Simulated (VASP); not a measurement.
A run of VASP 6.6.1:

INCAR

```
SYSTEM = BN
PREC = Accurate ; ENCUT = 520
EDIFF = 1E-6 ; ISMEAR = 0
SIGMA = 0.05 ; LREAL = .False.
LASPH = .True. ; NELM = 80
ALGO = Normal ; ISIF = 2
LWAVE = .False. ; LCHARG = .True.
GGA = PE ; LELF = .True.
LVHAR = .True. ; NBANDS = 16
```

The input KPOINTS:

```
Automatic mesh
0
Gamma
  12 12 4
  0 0 0
```

File POSCAR:

```
BN
1.0
    2.7856907710      0.0000000000      0.0000000000
   -1.3928453855      2.4124789748      0.0000000000
    0.0000000000      0.0000000000      6.6612000000
B N
2 2
Direct
    0.3333333333      0.6666666667      0.2500000000
    0.6666666667      0.3333333333      0.7500000000
    0.3333333333      0.6666666667      0.7500000000
    0.6666666667      0.3333333333      0.2500000000
```

Potentials or basis: VASP PAW PBE potentials, release 64 (B, N).

The run is started by

```sh
$ cat potpaw_PBE.64/B/POTCAR potpaw_PBE.64/N/POTCAR > POTCAR
$ mpirun -np 1 vasp_std > vasp.out
```

Hardware: 1 thread of Intel Xeon 8259CL, on a shared host.

**Question.** Estimate the wall time of this run.

**Answer.** Wall time 56 s on 1 thread of Intel Xeon 8259CL, with other jobs on the host, peak memory 0.18 GiB. Counts: scf iterations 13, k points 57.
